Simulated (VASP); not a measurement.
# MoH3 (P6mm) in VASP: single point with PBE

Aim: the single point of MoH3 with PBE.

Everything below comes from runs of VASP 6.6.1. Logs are shortened: lines on timing, memory, paths and dates and some standing lists are left out, and cuts for length are marked.

## 1. The cell of the first run

It takes space group P6mm (No. 183, hexagonal). The conventional cell has a = 3.148 Å, b = 3.148 Å, c = 3.583 Å, α = 90.00°, β = 90.00°, γ = 120.00°. Within 2.4 Å of H (site symmetry 6mm) lie 2 Mo at 1.79 Å and 6 H at 2.32 Å. H (site symmetry 3m) has 6 H at 1.82 to 2.32 Å and 3 Mo at 1.85 Å within 2.4 Å. Within 2.4 Å of Mo (site symmetry 6mm) lie 8 H at 1.79 to 1.85 Å.

## 2. Single point, PBE

INCAR reads:

```
PREC = Accurate ; ENCUT = 500
EDIFF = 1E-6 ; ISMEAR = 0
SIGMA = 0.15 ; LREAL = F
LASPH = T ; NELM = 120
ALGO = Normal ; ISIF = 2
LWAVE = F ; LCHARG = F
GGA = PE ; NBANDS = 16
GGA_COMPAT = F
```

KPOINTS reads:

```
regular mesh
0
Gamma
  5 5 3
```

POSCAR reads:

```
MoH3
1.0
    3.1475243782     -0.0000000026      0.0000000000
   -1.5737621868      2.7258360718      0.0000000000
    0.0000000000      0.0000000000      3.5834765561
H Mo
3 1
Direct
    0.0000000000      0.0000000000      0.8594987664
    0.3333333333      0.6666666667      0.4551766194
    0.6666666667      0.3333333333      0.4551766194
    0.0000000000      0.0000000000      0.3602295147
```

Potentials or basis: VASP PAW PBE potentials, release 64 (H, Mo_sv).

Command:

```sh
$ cat potpaw_PBE.64/H/POTCAR potpaw_PBE.64/Mo_sv/POTCAR > POTCAR
$ mpirun -np 1 vasp_std > vasp.out
```

OUTCAR:

```text
PREC = Accurate
   ENCUT = 500
   EDIFF = 1E-6
   ISMEAR = 0
   LREAL = F
   LASPH = T
   NELM = 120
   ISIF = 2
   GGA = PE

 ion  position               nearest neighbor table
   1  0.000  0.000  0.859-   4 1.79   4 1.79
   2  0.333  0.667  0.455-   4 1.85   4 1.85   4 1.85
   3  0.667  0.333  0.455-   4 1.85   4 1.85   4 1.85
   4  0.000  0.000  0.360-   1 1.79   1 1.79   3 1.85   2 1.85   2 1.85   3 1.85   3 1.85   2 1.85

  LATTYP: Found a hexagonal cell.
 ALAT       =     3.1475243782
 C/A-ratio  =     1.1385063706

  Lattice vectors:

 A1 = (   3.1475243782,  -0.0000000026,   0.0000000000)
 A2 = (  -1.5737621868,   2.7258360718,   0.0000000000)
 A3 = (   0.0000000000,   0.0000000000,   3.5834765561)

Analysis of symmetry for initial positions (statically):
=====================================================================
 Subroutine PRICEL returns:
 Original cell was already a primitive cell.

 Routine SETGRP: Setting up the symmetry group for a
 hexagonal supercell.

 Subroutine GETGRP returns: Found 12 space group operations
 (whereof 12 operations were pure point group operations)
 out of a pool of 24 trial point group operations.

The static configuration has the point symmetry C_6v.

Analysis of symmetry for dynamics (positions and initial velocities):
=====================================================================
 Subroutine PRICEL returns:
 Original cell was already a primitive cell.

 Routine SETGRP: Setting up the symmetry group for a
 hexagonal supercell.

 Subroutine GETGRP returns: Found 12 space group operations
 (whereof 12 operations were pure point group operations)
 out of a pool of 24 trial point group operations.

The dynamic configuration has the point symmetry C_6v.

 Subroutine INISYM returns: Found 12 space group operations
 (whereof 12 operations are pure point group operations),
 and found     1 'primitive' translations

----------------------------------------------------------------------------------------

                                     Primitive cell

  volume of cell :      30.7449

[... 72 lines left out ...]
   LNONCOLLINEAR =      F non collinear calculations
   LSORBIT =      F    spin-orbit coupling
   LASPH  =      T    aspherical Exc in radial PAW
   ENCUT  =  500.0 eV  36.75 Ry    6.06 a.u.   5.74  5.74  6.53*2*pi/ulx,y,z
   NELM   =    120;   NELMIN=  2; NELMDL= -5     # of ELM steps
   EDIFF  = 0.1E-05   stopping-criterion for ELM
   LREAL  =      F    real-space projection
   EDIFFG = 0.1E-04   stopping-criterion for IOM
   NSW    =      0    number of steps for IOM
   IBRION =     -1    ionic relax: 0-MD 1-quasi-New 2-CG
   NFREE  =      0    steps in history (QN), initial steepest desc. (CG)
   ISIF   =      2    stress and relaxation
   ISYM   =      2    0-nonsym 1-usesym 2-fastsym
   POTIM  = 0.5000    time-step for ionic-motion
   TEBEG  =    0.0;   TEEND  =   0.0 temperature during run
   PSTRESS=    0.0 pullay stress
   NELECT =      17.0000    total number of electrons
   NUPDOWN=      -1.0000    fix difference up-down
   EMIN   =  10.00;   EMAX   =-10.00  energy-range for DOS
   EFERMI =   0.00;   METHOD = LEGACY
   ISMEAR =     0;   SIGMA  =   0.15  broadening in eV -4-tet -1-fermi 0-gaus
   EFERMI_NEDOS =   21; number of points for ismear=-14 and -15
   IALGO  =     38    algorithm
   IMIX   =      4    mixing-type and parameters
     AMIX     =   0.40;   BMIX     =  1.00
     AMIX_MAG =   1.60;   BMIX_MAG =  1.00
  volume/ion in A,a.u.               =       7.69        51.87
  Fermi-wavevector in a.u.,A,eV,Ry     =   1.343693  2.539211 24.565461  1.805510
  Thomas-Fermi vector in A             =   2.471746
   LORBIT       =      0    0 simple, 1 ext, 2 COOP (PROOUT), +10 PAW based schemes
   GGA     = PE    functional components
   LHFCALC =     F    Hartree Fock is set to
   AEXX    =    0.0000 exact exchange contribution
   IVDW    =     0    specifies the selected vdW correction
   LEPSILON=     F    determine dielectric tensor
   LRPA    =     F    only Hartree local field effects (RPA)
 non-spin polarized calculation
 Gauss-broadening in eV      SIGMA  =   0.15
  energy-cutoff  :      500.00
  volume of cell :       30.74
 maximum number of plane-waves:       792
 NGX is ok and might be reduce to    24
   NGX = 11   NGY = 11   NGZ = 13

 number of electron      17.0000002 magnetization

 Free energy of the ion-electron system (eV)
  ---------------------------------------------------
  ext. energy  EPLUGINS =         0.00000000
  ---------------------------------------------------
  free energy    TOTEN  =       -19.89775127 eV

  energy without entropy =      -19.87888705  energy(sigma->0) =      -19.88831916

 E-fermi :   5.8039     XC(G=0): -10.9324

 val. band max:        5.6868415150   @ k =   0.2000   0.2000   0.3333
 cond. band min:       5.8598069515   @ k =   0.2000   0.0000   0.0000
 fundamental gap:      0.1729654365
 Fermi energy:         5.8038965745

 k-point     1 :       0.0000    0.0000    0.0000
  band No.  band energies     occupation
      1     -55.3039      2.00000
      2     -29.3046      2.00000
      3     -29.2481      2.00000
      4     -29.2481      2.00000
      5      -4.4005      2.00000
      6      -0.5945      2.00000
[... 167 lines left out ...]
      3     -29.4444      2.00000
      4     -29.3241      2.00000
      5      -0.5953      2.00000
      6       0.1637      2.00000
[... 8 lines left out ...]
     15      15.7661      0.00000
     16      21.0892      0.00000

------------------------ aborting loop because EDIFF is reached ----------------------------------------

  FORCE on cell =-STRESS in cart. coord.  units (eV):
  Direction    XX          YY          ZZ          XY          YZ          ZX
  --------------------------------------------------------------------------------------
  -------------------------------------------------------------------------------------
  Total       -0.0590282     -0.0590282     -0.0345252     -0.0000000     -0.0000000      0.0000000
  in kB       -3.0760744     -3.0760744     -1.7991731     -0.0000000     -0.0000000      0.0000000
  external PRESSURE =      -2.6504406 kB  Pullay stress =       0.0000000 kB

 VOLUME and BASIS-vectors are now :
 -----------------------------------------------------------------------------
  energy-cutoff  :      500.00
  volume of cell :       30.74
      direct lattice vectors                 reciprocal lattice vectors
     3.147524378 -0.000000003  0.000000000     0.317710010  0.183429959  0.000000000
    -1.573762187  2.725836072  0.000000000     0.000000000  0.366859919  0.000000000
     0.000000000  0.000000000  3.583476556     0.000000000  0.000000000  0.279058614

 POSITION                                       TOTAL-FORCE (eV/Angst)
 -----------------------------------------------------------------------------------
      0.00000      0.00000      3.07999         0.000000      0.000000      0.008138
      0.00000      1.81722      1.63111         0.000000      0.000000     -0.003830
      1.57376      0.90861      1.63111         0.000000     -0.000000     -0.003830
      0.00000      0.00000      1.29087        -0.000000     -0.000000     -0.000479
 -----------------------------------------------------------------------------------
    total drift:                                0.000000      0.000000     -0.000429

  FREE ENERGIE OF THE ION-ELECTRON SYSTEM (eV)
  ---------------------------------------------------
  free  energy   TOTEN  =       -19.8977512654 eV

  energy  without entropy=      -19.8788870544  energy(sigma->0) =      -19.88831916
```

Wall time 7.5 s (1 thread of Intel Xeon Platinum 8488C (Sapphire Rapids), shared host); peak memory 0.14 GiB.

What came out:

```
Free energy   : -19.8978 eV
Pressure      : -0.3 GPa
Largest force : 0.008 eV/Å
```

Forces in eV/Å, atoms in the order of the input:
```
H    0.000  0.000  0.008
H    0.000  0.000 -0.004
H    0.000  0.000 -0.004
Mo   0.000  0.000  0.000
```

Stress tensor (GPa, compression positive):
```
-0.31  0.00  0.00
 0.00 -0.31  0.00
 0.00  0.00 -0.18
```

Caveat: the k points lie up to 0.58 Å⁻¹ apart.
